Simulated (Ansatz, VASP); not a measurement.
**One calculation of Te, two programs**

```xyz
3
Lattice="4.3186 0.0000 0.0000 -2.1593 3.7400 0.0000 0.0000 0.0000 5.9657" Properties=species:S:1:pos:R:3 pbc="T T T"
Te    1.2297    0.0000    1.9886
Te   -0.6148    1.0649    3.9772
Te    1.5445    2.6751    0.0000
```

Alike in both runs: functional PBE; dispersion D3(BJ); k mesh 12 × 12 × 8; occupations gaussian, width 0.1 eV; no spin polarisation.

Ansatz relaxed the structure, and its values are those at the end. VASP's run is a single point on that final structure, the one shown.

|  | VASP | Ansatz |
| --- | --- | --- |
| version | VASP 6.6.1 | Ansatz 0.2.0 |
| potentials or method | VASP PAW PBE potentials, release 64 (Te), cutoff 520 eV | scalar-relativistic, plane waves, PAW |
| valence electrons in the cell | 18 | 48 |

|  | VASP | Ansatz | Ansatz less VASP |
| --- | --- | --- | --- |
| gap on the k mesh at the Fermi level (eV) | none | none | - |
| pressure (GPa) | 0.0 | 0.0 | +0.01 |
| rms of the force components (eV/Å) | 0.007 | 0.002 | -0.0050 |

A gap of «none» marks a metal or a gap that the smearing closes. VASP's potentials hold 18 valence electrons a cell and Ansatz's 48, so a difference there can come from the potentials and not from the codes.

Neither program's run includes spin-orbit coupling.
